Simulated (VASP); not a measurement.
# NbPdSe3 (P6/mmm) in VASP: single point with PBE

Aim: the single point of NbPdSe3 with PBE.

All numbers are computed with VASP 6.6.1; they aren't measurements. Logs are shortened: lines on timing, memory, paths and dates and some standing lists are left out, and cuts for length are marked.

### 1 The cell of the first run

The structure is hexagonal, space group P6/mmm (No. 191). Conventional cell: a = 5.601 Å, b = 5.601 Å, c = 5.057 Å, α = 90.00°, β = 90.00°, γ = 120.00°. Nb (site symmetry 6/mmm) has 2 Pd at 2.53 Å within 3.3 Å. Within 3.3 Å of Pd (site symmetry 6/mmm) lie 2 Nb at 2.53 Å and 6 Se at 2.80 Å. Within 3.8 Å of Se (site symmetry mmm) lie 4 Se at 2.80 Å and 2 Pd at 2.80 Å and 4 Nb at 3.77 Å.

The cell was generated, and may not be a known phase.

### 2 Single point, PBE, collinear spin

File INCAR:

```
SYSTEM = NbPdSe3
  ALGO = Normal
  EDIFF = 1E-6
  ENCUT = 520
  GGA = PE
  ISIF = 2
  ISMEAR = 0
  ISPIN = 2
  KPAR = 4
  LASPH = .TRUE.
  LCHARG = .FALSE.
  LMAXMIX = 4
  LORBIT = 11
  LREAL = .FALSE.
  LWAVE = .FALSE.
  MAGMOM = -2.02 0 0 0 0
  NBANDS = 32
  NELM = 150
  PREC = Accurate
  SIGMA = 0.1
```

File KPOINTS:

```
k-points
0
G
  12 12 8
  0 0 0
```

File POSCAR:

```
NbPdSe3
1.0
    5.6014458456      0.0000000000      0.0000000000
   -2.8007229228      4.8509944002      0.0000000000
    0.0000000000      0.0000000000      5.0565735050
Nb Pd Se
1 1 3
Direct
    0.0000000000      0.0000000000      0.0000000000
    0.0000000000      0.0000000000      0.5000000000
    0.5000000000      0.0000000000      0.5000000000
    0.0000000000      0.5000000000      0.5000000000
    0.5000000000      0.5000000000      0.5000000000
```

Potentials or basis: VASP PAW PBE potentials, release 64 (Nb_sv, Pd, Se).

The run is started by

```
$ cat potpaw_PBE.64/Nb_sv/POTCAR potpaw_PBE.64/Pd/POTCAR potpaw_PBE.64/Se/POTCAR > POTCAR
$ mpirun -np 4 vasp_std > vasp.out
```

OUTCAR:

```text
SYSTEM = NbPdSe3
   EDIFF = 1E-6
   ENCUT = 520
   GGA = PE
   ISIF = 2
   ISMEAR = 0
   ISPIN = 2
   LASPH = .TRUE.
   LORBIT = 11
   LREAL = .FALSE.
   NELM = 150
   PREC = Accurate

 ion  position               nearest neighbor table
   1  0.000  0.000  0.000-   2 2.53   2 2.53
   2  0.000  0.000  0.500-   1 2.53   1 2.53   5 2.80   4 2.80   4 2.80   5 2.80   3 2.80   3 2.80

   3  0.500  0.000  0.500-   2 2.80   2 2.80
   4  0.000  0.500  0.500-   2 2.80   2 2.80
   5  0.500  0.500  0.500-   2 2.80   2 2.80

  LATTYP: Found a hexagonal cell.
 ALAT       =     5.6014458456
 C/A-ratio  =     0.9027264825

  Lattice vectors:

 A1 = (   5.6014458456,   0.0000000000,   0.0000000000)
 A2 = (  -2.8007229228,   4.8509944002,   0.0000000000)
 A3 = (   0.0000000000,   0.0000000000,   5.0565735050)

Analysis of symmetry for initial positions (statically):
=====================================================================
 Subroutine PRICEL returns:
 Original cell was already a primitive cell.

 Routine SETGRP: Setting up the symmetry group for a
 hexagonal supercell.

 Subroutine GETGRP returns: Found 24 space group operations
 (whereof 24 operations were pure point group operations)
 out of a pool of 24 trial point group operations.

The static configuration has the point symmetry D_6h.

Analysis of symmetry for dynamics (positions and initial velocities):
=====================================================================
 Subroutine PRICEL returns:
 Original cell was already a primitive cell.

 Routine SETGRP: Setting up the symmetry group for a
 hexagonal supercell.

 Subroutine GETGRP returns: Found 24 space group operations
 (whereof 24 operations were pure point group operations)
 out of a pool of 24 trial point group operations.

The dynamic configuration has the point symmetry D_6h.

Analysis of structural, dynamic, and magnetic symmetry:
=====================================================================
 Subroutine PRICEL returns:
 Original cell was already a primitive cell.

 Routine SETGRP: Setting up the symmetry group for a
 hexagonal supercell.

 Subroutine GETGRP returns: Found 24 space group operations
 (whereof 24 operations were pure point group operations)
 out of a pool of 24 trial point group operations.

The overall configuration has the point symmetry D_6h.

 Subroutine INISYM returns: Found 24 space group operations
 (whereof 24 operations are pure point group operations),
 and found     1 'primitive' translations

----------------------------------------------------------------------------------------

                                     Primitive cell

  volume of cell :     137.4002

  direct lattice vectors                    reciprocal lattice vectors
     5.601445846  0.000000000  0.000000000     0.178525336  0.103071651  0.000000000
    -2.800722923  4.850994400  0.000000000     0.000000000  0.206143301  0.000000000
     0.000000000  0.000000000  5.056573505     0.000000000  0.000000000  0.197762378

  length of vectors
     5.601445846  5.601445846  5.056573505     0.206143301  0.206143301  0.197762378

  position of ions in fractional coordinates (direct lattice)
     0.000000000  0.000000000  0.000000000
     0.000000000  0.000000000  0.500000000
     0.500000000  0.000000000  0.500000000
     0.000000000  0.500000000  0.500000000
     0.500000000  0.500000000  0.500000000

  ion indices of the primitive-cell ions
   primitive index   ion index
                 1           1
                 2           2
                 3           3
                 4           4
                 5           5

----------------------------------------------------------------------------------------

 KPOINTS: k-points

Automatic generation of k-mesh.
 Grid dimensions read from file:
 generate k-points for:   12   12    8

 Generating k-lattice:

  Cartesian coordinates                     Fractional coordinates (reciprocal lattice)
     0.014877111  0.008589304  0.000000000     0.083333333  0.000000000  0.000000000
     0.000000000  0.017178608  0.000000000     0.000000000  0.083333333  0.000000000
     0.000000000  0.000000000  0.024720297     0.000000000  0.000000000  0.125000000

  Length of vectors
     0.017178608  0.017178608  0.024720297

  Shift w.r.t. Gamma in fractional coordinates (k-lattice)
     0.000000000  0.000000000  0.000000000

 Subroutine IBZKPT returns following result:
 ===========================================

 Found     95 irreducible k-points:

 Following reciprocal coordinates:
            Coordinates               Weight
  0.000000  0.000000  0.000000      1.000000
  0.083333 -0.000000  0.000000      6.000000
  0.166667 -0.000000  0.000000      6.000000
  0.250000 -0.000000  0.000000      6.000000
  0.333333 -0.000000  0.000000      6.000000
  0.416667  0.000000  0.000000      6.000000
[... 16 lines left out ...]
  0.250000 -0.000000  0.125000     12.000000
  0.333333 -0.000000  0.125000     12.000000
 [... further k-points ...]
   k-points           NKPTS =     95   k-points in BZ     NKDIM =     95   number of bands    NBANDS=     32
   number of dos      NEDOS =    301   number of ions     NIONS =      5
   total plane-waves  NPLWV =  70560
   dimension x,y,z NGX =    42 NGY =   42 NGZ =   40
   dimension x,y,z NGXF=    84 NGYF=   84 NGZF=   80
   ions per type =               1   1   3
   NGX,Y,Z   is equivalent  to a cutoff of  12.47, 12.47, 13.15 a.u.
   NGXF,Y,Z  is equivalent  to a cutoff of  24.93, 24.93, 26.30 a.u.
 SYSTEM =  NbPdSe3
   PREC   = accura    normal or accurate (medium, high low for compatibility)
   ISTART =      0    job   : 0-new  1-cont  2-samecut
   ICHARG =      2    charge: 1-file 2-atom 10-const
   ISPIN  =      2    spin polarized calculation?
   LNONCOLLINEAR =      F non collinear calculations
   LSORBIT =      F    spin-orbit coupling
   LASPH  =      T    aspherical Exc in radial PAW
   ENCUT  =  520.0 eV  38.22 Ry    6.18 a.u.  10.41 10.41  9.40*2*pi/ulx,y,z
   NELM   =    150;   NELMIN=  2; NELMDL= -5     # of ELM steps
   EDIFF  = 0.1E-05   stopping-criterion for ELM
   LREAL  =      F    real-space projection
   EDIFFG = 0.1E-04   stopping-criterion for IOM
   NSW    =      0    number of steps for IOM
   IBRION =     -1    ionic relax: 0-MD 1-quasi-New 2-CG
   NFREE  =      0    steps in history (QN), initial steepest desc. (CG)
   ISIF   =      2    stress and relaxation
   ISYM   =      2    0-nonsym 1-usesym 2-fastsym
   POTIM  = 0.5000    time-step for ionic-motion
   TEBEG  =    0.0;   TEEND  =   0.0 temperature during run
   PSTRESS=    0.0 pullay stress
   NELECT =      41.0000    total number of electrons
   NUPDOWN=      -1.0000    fix difference up-down
   EMIN   =  10.00;   EMAX   =-10.00  energy-range for DOS
   EFERMI =   0.00;   METHOD = LEGACY
   ISMEAR =     0;   SIGMA  =   0.10  broadening in eV -4-tet -1-fermi 0-gaus
   EFERMI_NEDOS =   21; number of points for ismear=-14 and -15
   IALGO  =     38    algorithm
   IMIX   =      4    mixing-type and parameters
     AMIX     =   0.40;   BMIX     =  1.00
     AMIX_MAG =   1.60;   BMIX_MAG =  1.00
  volume/ion in A,a.u.               =      27.48       185.44
  Fermi-wavevector in a.u.,A,eV,Ry     =   1.093974  2.067311 16.283171  1.196779
  Thomas-Fermi vector in A             =   2.230270
   LORBIT       =     11    0 simple, 1 ext, 2 COOP (PROOUT), +10 PAW based schemes
   GGA     = PE    functional components
   LHFCALC =     F    Hartree Fock is set to
   AEXX    =    0.0000 exact exchange contribution
   IVDW    =     0    specifies the selected vdW correction
   LEPSILON=     F    determine dielectric tensor
   LRPA    =     F    only Hartree local field effects (RPA)
 spin polarized calculation
 Gauss-broadening in eV      SIGMA  =   0.10
  energy-cutoff  :      520.00
  volume of cell :      137.40
 maximum number of plane-waves:      3732
 NGX is ok and might be reduce to    42
   NGX = 21   NGY = 21   NGZ = 19

 number of electron      41.0000002 magnetization      -3.0522223

 Free energy of the ion-electron system (eV)
  ---------------------------------------------------
  ext. energy  EPLUGINS =         0.00000000
  ---------------------------------------------------
  free energy    TOTEN  =       -21.16768380 eV

  energy without entropy =      -21.13548594  energy(sigma->0) =      -21.15158487

 E-fermi :   3.9985     XC(G=0):  -9.0694

 val. band max:        3.9976168326   @ k =   0.4167   0.0000   0.3750
 cond. band min:       3.9985870263   @ k =   0.1667   0.0833   0.2500
 fundamental gap:      0.0009701936
 Fermi energy:         3.9984790847

 spin component 1

 k-point     1 :       0.0000    0.0000    0.0000
  band No.  band energies     occupation
      1     -50.5092      1.00000
      2     -26.8303      1.00000
      3     -26.2958      1.00000
      4     -26.2958      1.00000
      5     -11.1902      1.00000
      6      -7.9905      1.00000
[... 24 lines left out ...]
     31      11.0401      0.00000
     32      11.0401      0.00000
[... 774 lines left out ...]
      2     -26.8368      1.00000
      3     -26.2962      1.00000
      4     -26.2960      1.00000
      5     -10.6823      1.00000
      6      -9.0469      1.00000
[... 24 lines left out ...]
     31      10.3254      0.00000
     32      11.2123      0.00000

 [... further k-points ...]

 spin component 2

 k-point     1 :       0.0000    0.0000    0.0000
  band No.  band energies     occupation
      1     -51.9989      1.00000
      2     -28.2725      1.00000
      3     -28.1351      1.00000
      4     -28.1351      1.00000
      5     -11.1538      1.00000
      6      -7.9415      1.00000
[... 24 lines left out ...]
     31       9.6901      0.00000
     32      10.2240      0.00000
[... 774 lines left out ...]
      2     -28.2787      1.00000
      3     -28.1355      1.00000
      4     -28.1353      1.00000
      5     -10.6430      1.00000
      6      -9.0035      1.00000
[... 24 lines left out ...]
     31       9.8320      0.00000
     32      11.0247      0.00000

 [... further k-points ...]
[... 5 lines left out ...]
  --------------------------------------------------------------------------------------
  -------------------------------------------------------------------------------------
  Total       -0.0502371     -0.0502371      0.0334587      0.0000000      0.0000000      0.0000000
  in kB       -0.5857975     -0.5857975      0.3901506      0.0000000      0.0000000      0.0000000
  external PRESSURE =      -0.2604815 kB  Pullay stress =       0.0000000 kB

 VOLUME and BASIS-vectors are now :
 -----------------------------------------------------------------------------
  energy-cutoff  :      520.00
  volume of cell :      137.40
      direct lattice vectors                 reciprocal lattice vectors
     5.601445846  0.000000000  0.000000000     0.178525336  0.103071651  0.000000000
    -2.800722923  4.850994400  0.000000000     0.000000000  0.206143301  0.000000000
     0.000000000  0.000000000  5.056573505     0.000000000  0.000000000  0.197762378

 POSITION                                       TOTAL-FORCE (eV/Angst)
 -----------------------------------------------------------------------------------
      0.00000      0.00000      0.00000        -0.000000      0.000000      0.000000
      0.00000      0.00000      2.52829         0.000000      0.000000      0.000000
      2.80072      0.00000      2.52829         0.000000      0.000000      0.000000
     -1.40036      2.42550      2.52829        -0.000000      0.000000      0.000000
      1.40036      2.42550      2.52829         0.000000      0.000000      0.000000
 -----------------------------------------------------------------------------------
    total drift:                                0.000000      0.000000     -0.000000

  FREE ENERGIE OF THE ION-ELECTRON SYSTEM (eV)
  ---------------------------------------------------
  free  energy   TOTEN  =       -21.1676838045 eV

  energy  without entropy=      -21.1354859372  energy(sigma->0) =      -21.15158487

 total charge

# of ion       s       p       d       tot
------------------------------------------
    1        2.131   5.907   2.581  10.619
    2        0.503   0.407   8.611   9.521
    3        1.531   2.094   0.051   3.677
    4        1.531   2.094   0.051   3.677
    5        1.531   2.094   0.051   3.677
--------------------------------------------------
tot          7.228  12.595  11.346  31.169

 magnetization (x)

# of ion       s       p       d       tot
------------------------------------------
    1       -0.058  -0.016  -2.127  -2.201
    2       -0.017  -0.088   0.018  -0.088
    3       -0.004   0.045  -0.002   0.039
    4       -0.004   0.045  -0.002   0.039
    5       -0.004   0.045  -0.002   0.039
--------------------------------------------------
tot         -0.087   0.031  -2.114  -2.170
```

It took 8.2 min on 4 MPI ranks of Oxide Virtual Turin-like, shared host; peak memory 0.76 GiB.

Results:

```yaml
Free_energy: -21.1677 eV
Pressure: 0.0 GPa
Net_moment: -3.05 μB per cell
Site_moments: Nb -2.20; Pd -0.09; Se +0.04 μB
Valence_electrons_inside_the_program's_atomic_spheres: Nb 10.62; Pd 9.52; Se 3.68
```

Levels at points of the mesh, in eV from the Fermi level:
Spin up:
```
           k point  band 15  band 16  band 17  band 18  band 19  band 20  band 21  band 22  band 23  band 24
(0.00, 0.00, 0.00)    -3.02    -3.02    -1.19    -0.82    -0.82     0.74     1.33     1.80     1.80     2.11
(0.50, 0.00, 0.00)    -2.66    -2.23    -2.08    -1.94    -0.65    -0.08     1.44     2.06     2.11     2.30
(0.00, 0.00, 0.50)    -3.01    -3.01    -1.35    -1.35    -0.13     0.44     1.30     1.30     1.35     2.34
(0.50, 0.00, 0.50)    -2.99    -2.38    -2.38    -1.93    -0.98    -0.03     0.16     0.68     1.44     1.67
```
Spin down:
```tsv
k point	band 18	band 19	band 20	band 21	band 22	band 23	band 24	band 25	band 26	band 27
(0.00, 0.00, 0.00)	-0.75	-0.75	-0.69	-0.39	-0.39	0.75	0.75	1.38	3.00	3.00
(0.50, 0.00, 0.00)	-1.92	-0.59	-0.51	-0.40	0.06	0.21	0.91	0.94	2.09	2.52
(0.00, 0.00, 0.50)	-1.71	-1.14	-0.36	-0.21	-0.21	0.50	0.50	1.40	1.54	3.16
(0.50, 0.00, 0.50)	-1.91	-1.20	-0.95	-0.80	-0.42	-0.38	-0.02	-0.01	0.98	3.09
```
